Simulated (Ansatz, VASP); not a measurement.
## Co in VASP and in Ansatz

```xyz
2
Lattice="2.4720 0.0000 0.0000 -1.2360 2.1408 0.0000 0.0000 0.0000 4.0211" Properties=species:S:1:pos:R:3 pbc="T T T"
Co    1.2360    0.7136    3.0159
Co    0.0000    1.4272    1.0053
```

Alike in both runs: functional revPBE; k mesh 12 × 12 × 7; occupations fermi-dirac, width 0.05 eV; collinear spin.

```csv
,VASP,Ansatz
version,VASP 6.6.1,Ansatz 0.2.0
potentials or method,"VASP PAW PBE potentials, release 64 (Co)",Ansatz PAW
plane-wave cutoff (eV),520,420
valence electrons in the cell,18,34
task,single point,band structure
```

VASP gave:

- gap on the k mesh at the Fermi level (eV): none
- pressure (GPa): 8.4
- traceless stress, the component that is largest in VASP (GPa): -1.87
- net moment per atom (μB): 1.61
- size of the moment on the site where the two differ most (μB): 1.63

Task: Which values does Ansatz return?

Result: gap on the k mesh at the Fermi level (eV): none; pressure (GPa): 9.2; traceless stress, the component that is largest in VASP (GPa): -1.85; net moment per atom (μB): 1.62; size of the moment on the site where the two differ most (μB): 1.69.

VASP's potentials were made for PBE, not for revPBE. Site moments also hang on the region over which each program counts them. A gap of «none» marks a metal or a gap that the smearing closes. The functional is the same, so the differences come from potentials, cutoffs and numerics. VASP's potentials hold 18 valence electrons a cell and Ansatz's 34, so a difference there can come from the potentials and not from the codes.
